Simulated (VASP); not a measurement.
# Zn16S15 (a cell with a defect) in VASP: notebook

The runs below take Zn16S15 (a cell with a defect) through single point, with PBE.

All numbers are computed with VASP 6.6.1; they aren't measurements. Logs are shortened: lines on timing, memory, paths and dates and some standing lists are left out, and cuts for length are marked.

### 1 The cell of the first run

The cell holds a defect, 31 atoms: a = 9.426 Å, b = 9.426 Å, c = 9.426 Å, α = 109.47°, β = 109.47°, γ = 109.47°.

### 2 Single point, PBE (atoms taken out, then relaxed in part)

The input, INCAR:

```
SYSTEM = Zn16S15
PREC = Accurate
ENCUT = 520
EDIFF = 1E-7
ISMEAR = 0
SIGMA = 0.01
LREAL = Auto
LASPH = .True.
NELM = 80
ALGO = Normal
ISIF = 2
LWAVE = .False.
LCHARG = .True.
GGA = PE
LELF = .True.
LVHAR = .True.
NBANDS = 162
```

The input, KPOINTS:

```
Automatic mesh
0
Gamma
  2 2 2
  0.5 0.5 0.5
```

The input, POSCAR:

```
Zn16S15
1.0
   -5.4423087469     -5.4423087469      5.4423087469
    5.4423087469      5.4423087469      5.4423087469
   -5.4423087469      5.4423087469     -5.4423087469
Zn S
16 15
Direct
    0.2195896040      0.4695896040      0.2195896040
    0.5015005483      0.4978261782      0.0000000000
    0.2478261782      0.7515005483      0.0000000000
    0.7521738218      0.5036743700      0.7521738218
    0.4984994517      0.7484994517      0.7463256300
    0.2536743700      0.0021738218      0.7521738218
    0.0000000000      0.4978261782      0.5015005483
    0.7463256300      0.7484994517      0.4984994517
    0.4984994517     -0.0036743700      0.4984994517
    0.2478261782      0.2500000000      0.5015005483
    0.0000000000      0.7515005483      0.2478261782
    0.7521738218      0.0021738218      0.2536743700
    0.5015005483      0.2500000000      0.2478261782
    0.0000000000      0.0304103960      0.0000000000
    0.7804103960      0.2500000000      0.0000000000
    0.0000000000      0.2500000000      0.7804103960
    0.2455082411      0.2500000000      0.7536504052
    0.0000000000      0.4955082411      0.7536504052
    0.5000000000      0.2500000000      0.5000000000
    0.2463495948      0.4963495948      0.4918578359
    0.0000000000      0.7500000000      0.5000000000
    0.7536504052      0.2500000000      0.2455082411
    0.4918578359      0.4963495948      0.2463495948
    0.2463495948      0.7418578359      0.2463495948
    0.0000000000      0.0036504052      0.2455082411
    0.7536504052      0.4955082411      0.0000000000
    0.5000000000      0.7500000000      0.0000000000
    0.2455082411      0.0036504052      0.0000000000
    0.7544917589      0.7581421641      0.7544917589
    0.5081421641      0.0044917589      0.7544917589
    0.7544917589      0.0044917589      0.5081421641
```

Potentials or basis: VASP PAW PBE potentials, release 64 (Zn, S).

On the command line:

```console
$ cat potpaw_PBE.64/Zn/POTCAR potpaw_PBE.64/S/POTCAR > POTCAR
$ mpirun -np 1 vasp_std > vasp.out
```

OUTCAR:

```text
SYSTEM = Zn16S15
   PREC = Accurate
   ENCUT = 520
   EDIFF = 1E-7
   ISMEAR = 0
   LREAL = Auto
   LASPH = .True.
   NELM = 80
   ISIF = 2
   GGA = PE

 ion  position               nearest neighbor table
   1  0.220  0.470  0.220-  20 2.41  23 2.41  24 2.41
   2  0.502  0.498  0.000-  17 2.36  23 2.36  27 2.38  26 2.38
   3  0.248  0.752  0.000-  18 2.36  24 2.36  27 2.38  28 2.38
   4  0.752  0.504  0.752-  18 2.36  26 2.36  19 2.38  29 2.38
   5  0.498  0.748  0.746-  29 2.36  30 2.36  27 2.38  20 2.38
   6  0.254  0.002  0.752-  17 2.36  28 2.36  21 2.38  30 2.38
   7  0.000  0.498  0.502-  20 2.36  22 2.36  21 2.38  18 2.38
   8  0.746  0.748  0.498-  29 2.36  31 2.36  21 2.38  23 2.38
   9  0.498  0.996  0.498-  30 2.36  31 2.36  19 2.38  24 2.38
  10  0.248  0.250  0.502-  20 2.36  25 2.36  19 2.38  17 2.38
  11  0.000  0.752  0.248-  24 2.36  26 2.36  21 2.38  25 2.38
  12  0.752  0.002  0.254-  22 2.36  25 2.36  27 2.38  31 2.38
  13  0.502  0.250  0.248-  23 2.36  28 2.36  19 2.38  22 2.38
  14  0.000  0.030  0.000-  25 2.41  28 2.41  29 2.41
  15  0.780  0.250  0.000-  22 2.41  26 2.41  30 2.41
  16  0.000  0.250  0.780-  17 2.41  18 2.41  31 2.41
  17  0.246  0.250  0.754-   6 2.36   2 2.36  10 2.38  16 2.41
  18  0.000  0.496  0.754-   4 2.36   3 2.36   7 2.38  16 2.41
  19  0.500  0.250  0.500-   9 2.38   4 2.38  10 2.38  13 2.38
  20  0.246  0.496  0.492-   7 2.36  10 2.36   5 2.38   1 2.41
  21  0.000  0.750  0.500-   8 2.38   6 2.38   7 2.38  11 2.38
  22  0.754  0.250  0.246-  12 2.36   7 2.36  13 2.38  15 2.41
  23  0.492  0.496  0.246-   2 2.36  13 2.36   8 2.38   1 2.41
  24  0.246  0.742  0.246-   3 2.36  11 2.36   9 2.38   1 2.41
  25  0.000  0.004  0.246-  12 2.36  10 2.36  11 2.38  14 2.41
  26  0.754  0.496  0.000-   4 2.36  11 2.36   2 2.38  15 2.41
  27  0.500  0.750  0.000-   5 2.38  12 2.38   2 2.38   3 2.38
  28  0.246  0.004  0.000-   6 2.36  13 2.36   3 2.38  14 2.41
  29  0.754  0.758  0.754-   5 2.36   8 2.36   4 2.38  14 2.41
  30  0.508  0.004  0.754-   5 2.36   9 2.36   6 2.38  15 2.41
  31  0.754  0.004  0.508-   8 2.36   9 2.36  12 2.38  16 2.41

  LATTYP: Found a body centered cubic cell.
 ALAT       =    10.8846174938

  Lattice vectors:

 A1 = (  -5.4423087469,  -5.4423087469,   5.4423087469)
 A2 = (   5.4423087469,   5.4423087469,   5.4423087469)
 A3 = (  -5.4423087469,   5.4423087469,  -5.4423087469)

Analysis of symmetry for initial positions (statically):
=====================================================================
 Subroutine PRICEL returns:
 Original cell was already a primitive cell.

 Routine SETGRP: Setting up the symmetry group for a
 body centered cubic supercell.

 Subroutine GETGRP returns: Found 24 space group operations
 (whereof  6 operations were pure point group operations)
 out of a pool of 48 trial point group operations.

The static configuration has the point symmetry C_3v.
 The point group associated with its full space group is T_d .

Analysis of symmetry for dynamics (positions and initial velocities):
=====================================================================
 Subroutine PRICEL returns:
 Original cell was already a primitive cell.

 Routine SETGRP: Setting up the symmetry group for a
 body centered cubic supercell.

 Subroutine GETGRP returns: Found 24 space group operations
 (whereof  6 operations were pure point group operations)
 out of a pool of 48 trial point group operations.

The dynamic configuration has the point symmetry C_3v.
 The point group associated with its full space group is T_d .

 Subroutine INISYM returns: Found 24 space group operations
 (whereof  6 operations are pure point group operations),
 and found     1 'primitive' translations

----------------------------------------------------------------------------------------

                                     Primitive cell

  volume of cell :     644.7770

  direct lattice vectors                    reciprocal lattice vectors
    -5.442308747 -5.442308747  5.442308747    -0.091872774  0.000000000  0.091872774
     5.442308747  5.442308747  5.442308747     0.000000000  0.091872774  0.091872774
    -5.442308747  5.442308747 -5.442308747    -0.091872774  0.091872774  0.000000000

  length of vectors
     9.426355260  9.426355260  9.426355260     0.129927723  0.129927723  0.129927723

  position of ions in fractional coordinates (direct lattice)
     0.219589604  0.469589604  0.219589604
     0.501500548  0.497826178  0.000000000
     0.247826178  0.751500548  0.000000000
     0.752173822  0.503674370  0.752173822
     0.498499452  0.748499452  0.746325630
     0.253674370  0.002173822  0.752173822
[... 23 lines left out ...]
     0.508142164  0.004491759  0.754491759
     0.754491759  0.004491759  0.508142164

  ion indices of the primitive-cell ions
   primitive index   ion index
                 1           1
                 2           2
                 3           3
                 4           4
                 5           5
                 6           6
[... 23 lines left out ...]
                30          30
                31          31

----------------------------------------------------------------------------------------

 KPOINTS: Automatic mesh

Automatic generation of k-mesh.
 Grid dimensions read from file:
 generate k-points for:    2    2    2

 Generating k-lattice:

  Cartesian coordinates                     Fractional coordinates (reciprocal lattice)
    -0.045936387  0.000000000  0.045936387     0.500000000  0.000000000  0.000000000
     0.000000000  0.045936387  0.045936387     0.000000000  0.500000000  0.000000000
    -0.045936387  0.045936387  0.000000000     0.000000000  0.000000000  0.500000000

  Length of vectors
     0.064963861  0.064963861  0.064963861

  Shift w.r.t. Gamma in fractional coordinates (k-lattice)
     0.500000000  0.500000000  0.500000000

 Subroutine IBZKPT returns following result:
 ===========================================

 Found      2 irreducible k-points:

 Following reciprocal coordinates:
            Coordinates               Weight
  0.250000  0.250000  0.250000      2.000000
 -0.250000  0.250000  0.250000      6.000000
   k-points           NKPTS =      2   k-points in BZ     NKDIM =      2   number of bands    NBANDS=    162
   number of dos      NEDOS =    301   number of ions     NIONS =     31
   total plane-waves  NPLWV = 343000
   dimension x,y,z NGX =    70 NGY =   70 NGZ =   70
   dimension x,y,z NGXF=   140 NGYF=  140 NGZF=  140
   ions per type =              16  15
   NGX,Y,Z   is equivalent  to a cutoff of  12.35, 12.35, 12.35 a.u.
   NGXF,Y,Z  is equivalent  to a cutoff of  24.69, 24.69, 24.69 a.u.
 SYSTEM =  Zn16S15
   PREC   = accura    normal or accurate (medium, high low for compatibility)
   ISTART =      0    job   : 0-new  1-cont  2-samecut
   ICHARG =      2    charge: 1-file 2-atom 10-const
   ISPIN  =      1    spin polarized calculation?
   LNONCOLLINEAR =      F non collinear calculations
   LSORBIT =      F    spin-orbit coupling
   LASPH  =      T    aspherical Exc in radial PAW
   ENCUT  =  520.0 eV  38.22 Ry    6.18 a.u.  17.53 17.53 17.53*2*pi/ulx,y,z
   NELM   =     80;   NELMIN=  2; NELMDL= -5     # of ELM steps
   EDIFF  = 0.1E-06   stopping-criterion for ELM
   LREAL  =      T    real-space projection
   EDIFFG = 0.1E-05   stopping-criterion for IOM
   NSW    =      0    number of steps for IOM
   IBRION =     -1    ionic relax: 0-MD 1-quasi-New 2-CG
   NFREE  =      0    steps in history (QN), initial steepest desc. (CG)
   ISIF   =      2    stress and relaxation
   ISYM   =      2    0-nonsym 1-usesym 2-fastsym
   POTIM  = 0.5000    time-step for ionic-motion
   TEBEG  =    0.0;   TEEND  =   0.0 temperature during run
   PSTRESS=    0.0 pullay stress
   NELECT =     282.0000    total number of electrons
   NUPDOWN=      -1.0000    fix difference up-down
   EMIN   =  10.00;   EMAX   =-10.00  energy-range for DOS
   EFERMI =   0.00;   METHOD = LEGACY
   ISMEAR =     0;   SIGMA  =   0.01  broadening in eV -4-tet -1-fermi 0-gaus
   EFERMI_NEDOS =   21; number of points for ismear=-14 and -15
   IALGO  =     38    algorithm
   IMIX   =      4    mixing-type and parameters
     AMIX     =   0.40;   BMIX     =  1.00
     AMIX_MAG =   1.60;   BMIX_MAG =  1.00
  volume/ion in A,a.u.               =      20.80       140.36
  Fermi-wavevector in a.u.,A,eV,Ry     =   1.242667  2.348300 21.010399  1.544221
  Thomas-Fermi vector in A             =   2.377011
   LORBIT       =      0    0 simple, 1 ext, 2 COOP (PROOUT), +10 PAW based schemes
   GGA     = PE    functional components
   LHFCALC =     F    Hartree Fock is set to
   AEXX    =    0.0000 exact exchange contribution
   IVDW    =     0    specifies the selected vdW correction
   LEPSILON=     F    determine dielectric tensor
   LRPA    =     F    only Hartree local field effects (RPA)
 non-spin polarized calculation
 Gauss-broadening in eV      SIGMA  =   0.01
  energy-cutoff  :      520.00
  volume of cell :      644.78
 maximum number of plane-waves:     17388
 NGX is ok and might be reduce to    70
   NGX = 35   NGY = 35   NGZ = 35

 number of electron     282.0000045 magnetization

 Free energy of the ion-electron system (eV)
  ---------------------------------------------------
  ext. energy  EPLUGINS =         0.00000000
  ---------------------------------------------------
  free energy    TOTEN  =      -101.88358741 eV

  energy without entropy =     -101.88358741  energy(sigma->0) =     -101.88358741

 E-fermi :   1.9243     XC(G=0):  -9.4229

 val. band max:        1.8472873726   @ k =  -0.2500   0.2500   0.2500
 cond. band min:       3.9589242341   @ k =  -0.2500   0.2500   0.2500
 fundamental gap:      2.1116368615
 Fermi energy:         1.9243435300

 k-point     1 :       0.2500    0.2500    0.2500
  band No.  band energies     occupation
      1     -10.8501      2.00000
      2     -10.8501      2.00000
      3     -10.8501      2.00000
      4     -10.7604      2.00000
      5     -10.2744      2.00000
      6     -10.2744      2.00000
[... 145 lines left out ...]
    152       6.0277      0.00000
    153       6.0277      0.00000

 k-point     2 :      -0.2500    0.2500    0.2500
  band No.  band energies     occupation
      1     -11.0722      2.00000
      2     -10.6429      2.00000
      3     -10.6429      2.00000
      4     -10.6038      2.00000
      5     -10.5633      2.00000
      6     -10.4035      2.00000
[... 145 lines left out ...]
    152       6.0396      0.00000
    153       6.2717      0.00000
 [bands above 153 left out]

------------------------ aborting loop because EDIFF is reached ----------------------------------------

  FORCE on cell =-STRESS in cart. coord.  units (eV):
  Direction    XX          YY          ZZ          XY          YZ          ZX
  --------------------------------------------------------------------------------------
  -------------------------------------------------------------------------------------
  Total       -7.4283602     -7.4283602     -7.4283602      0.0000000      0.0000000      0.0000000
  in kB      -18.4583985    -18.4583985    -18.4583985      0.0000000      0.0000000      0.0000000
  external PRESSURE =     -18.4583985 kB  Pullay stress =       0.0000000 kB

 VOLUME and BASIS-vectors are now :
 -----------------------------------------------------------------------------
  energy-cutoff  :      520.00
  volume of cell :      644.78
      direct lattice vectors                 reciprocal lattice vectors
    -5.442308747 -5.442308747  5.442308747    -0.091872774  0.000000000  0.091872774
     5.442308747  5.442308747  5.442308747     0.000000000  0.091872774  0.091872774
    -5.442308747  5.442308747 -5.442308747    -0.091872774  0.091872774  0.000000000

 POSITION                                       TOTAL-FORCE (eV/Angst)
 -----------------------------------------------------------------------------------
      0.16550      2.55565      2.55565         0.006705     -0.006705     -0.006705
     -0.02000     -0.02000      5.43864         0.001349      0.001349      0.000179
      2.74115      2.74115      5.43864        -0.001349     -0.001349      0.000179
     -5.44597      2.74115      2.74115         0.000179     -0.001349     -0.001349
     -2.70116      5.42231      2.72482        -0.001349      0.001349     -0.000179
     -5.46231      2.72482     -2.70116         0.001349     -0.000179     -0.001349
[... 23 lines left out ...]
     -6.84720      1.36516     -1.31627        -0.001134      0.002146      0.001134
     -6.84720     -1.31627      1.36516        -0.001134      0.001134      0.002146
 -----------------------------------------------------------------------------------
    total drift:                               -0.000268      0.000268      0.000350

  FREE ENERGIE OF THE ION-ELECTRON SYSTEM (eV)
  ---------------------------------------------------
  free  energy   TOTEN  =      -101.8835874141 eV

  energy  without entropy=     -101.8835874141  energy(sigma->0) =     -101.88358741
```

Wall time 6.1 min (1 thread of Intel Xeon Platinum 8559C (Emerald Rapids), shared host); peak memory 0.75 GiB.

Results:

| Property | Result |
| --- | --- |
| Free energy | -101.8836 eV |
| Pressure | -1.8 GPa |
| Largest force | 0.012 eV/Å |
| Band gap on the k mesh | 2.11 eV |

Forces in eV/Å, atoms in the order of the input:
```
Zn   0.007 -0.007 -0.007
Zn   0.001  0.001  0.000
Zn  -0.001 -0.001  0.000
Zn   0.000 -0.001 -0.001
Zn  -0.001  0.001  0.000
Zn   0.001  0.000 -0.001
Zn   0.001  0.000  0.001
Zn  -0.001  0.000  0.001
Zn   0.000  0.001  0.001
Zn   0.000 -0.001  0.001
Zn  -0.001  0.000 -0.001
Zn   0.001 -0.001  0.000
Zn   0.000  0.001 -0.001
Zn   0.007  0.007  0.007
Zn  -0.007 -0.007  0.007
Zn  -0.007  0.007 -0.007
S    0.002  0.001 -0.001
S   -0.001 -0.002 -0.001
S    0.000  0.000  0.000
S    0.001 -0.001  0.002
S    0.000  0.000  0.000
S    0.002 -0.001  0.001
S    0.001  0.002 -0.001
S   -0.002 -0.001 -0.001
S    0.001 -0.002  0.001
S   -0.001 -0.001 -0.002
S    0.000  0.000  0.000
S    0.001  0.001 -0.002
S   -0.002  0.001  0.001
S   -0.001  0.002  0.001
S   -0.001  0.001  0.002
```

Caveat: the cell differs from its parent crystal (atoms taken out, then relaxed in part).

### 3 Single point, PBE (atoms taken out, then relaxed in part)

The input, INCAR:

```
SYSTEM = Zn16S15
ALGO = Normal
EDIFF = 1E-6
ENCUT = 520
GGA = PE
ISIF = 2
ISMEAR = 0
LASPH = .True.
LCHARG = .True.
LELF = .True.
LREAL = Auto
LVHAR = .True.
LWAVE = .False.
NBANDS = 162
NELECT = 280.0
NELM = 100
PREC = Accurate
SIGMA = 0.01
```

KPOINTS is that of step 2.

The input, POSCAR:

```
Zn16S15
1.0
   -5.4423087469     -5.4423087469      5.4423087469
    5.4423087469      5.4423087469      5.4423087469
   -5.4423087469      5.4423087469     -5.4423087469
Zn S
16 15
Direct
    0.3084769205      0.5584769205      0.3084769205
    0.4999105239      0.5045665441      0.0000000000
    0.2545665441      0.7499105239      0.0000000000
    0.7454334559      0.4953439798      0.7454334559
    0.5000894761      0.7500894761      0.7546560202
    0.2453439798     -0.0045665441      0.7454334559
    0.0000000000      0.5045665441      0.4999105239
    0.7546560202      0.7500894761      0.5000894761
    0.5000894761      0.0046560202      0.5000894761
    0.2545665441      0.2500000000      0.4999105239
    0.0000000000      0.7499105239      0.2545665441
    0.7454334559     -0.0045665441      0.2453439798
    0.4999105239      0.2500000000      0.2545665441
    0.0000000000     -0.0584769205      0.0000000000
    0.6915230795      0.2500000000      0.0000000000
    0.0000000000      0.2500000000      0.6915230795
    0.2538644382      0.2500000000      0.7510983116
    0.0000000000      0.5038644382      0.7510983116
    0.5000000000      0.2500000000      0.5000000000
    0.2489016884      0.4989016884      0.5027661266
    0.0000000000      0.7500000000      0.5000000000
    0.7510983116      0.2500000000      0.2538644382
    0.5027661266      0.4989016884      0.2489016884
    0.2489016884      0.7527661266      0.2489016884
    0.0000000000      0.0010983116      0.2538644382
    0.7510983116      0.5038644382      0.0000000000
    0.5000000000      0.7500000000      0.0000000000
    0.2538644382      0.0010983116      0.0000000000
    0.7461355618      0.7472338734      0.7461355618
    0.4972338734     -0.0038644382      0.7461355618
    0.7461355618     -0.0038644382      0.4972338734
```

Potentials or basis: VASP PAW PBE potentials, release 64 (Zn, S).

On the command line:

```console
$ cat potpaw_PBE.64/Zn/POTCAR potpaw_PBE.64/S/POTCAR > POTCAR
$ mpirun -np 1 vasp_std > vasp.out
```

Wall time 5.3 min (1 thread of Intel Xeon Platinum 8559C (Emerald Rapids), shared host); peak memory 0.75 GiB.

Results (log left out):

```
Free energy   : -108.2706 eV
Largest force : 0.008 eV/Å
```

Forces on the atoms (eV/Å):
```
Zn   0.003 -0.003 -0.003
Zn  -0.004 -0.004  0.003
Zn   0.004  0.004  0.003
Zn   0.003  0.004  0.004
Zn   0.004 -0.004 -0.003
Zn  -0.004 -0.003  0.004
Zn  -0.004  0.003 -0.004
Zn   0.004 -0.003 -0.004
Zn   0.003 -0.004 -0.004
Zn  -0.003  0.004 -0.004
Zn   0.004  0.003  0.004
Zn  -0.004  0.004 -0.003
Zn  -0.003 -0.004  0.004
Zn   0.003  0.003  0.003
Zn  -0.003 -0.003  0.003
Zn  -0.003  0.003 -0.003
S   -0.002 -0.005  0.005
S    0.005  0.002  0.005
S    0.000  0.000  0.000
S   -0.005  0.005 -0.002
S    0.000  0.000  0.000
S   -0.002  0.005 -0.005
S   -0.005 -0.002  0.005
S    0.002  0.005  0.005
S   -0.005  0.002 -0.005
S    0.005  0.005  0.002
S    0.000  0.000  0.000
S   -0.005 -0.005  0.002
S    0.002 -0.005 -0.005
S    0.005 -0.002 -0.005
S    0.005 -0.005 -0.002
```

Levels at points of the mesh, in eV from the Fermi level:
```
           k point  band 138  band 139  band 140  band 141  band 142  band 143
(0.25, 0.25, 0.25)     -0.08     -0.08     -0.08      3.14      3.65      3.65
```

Caveat: the cell carries a net charge on a neutralising background, which shifts energy and pressure; the cell differs from its parent crystal (atoms taken out, then relaxed in part); the cell is charged against a uniform background, so pressure and absolute levels hang on convention.
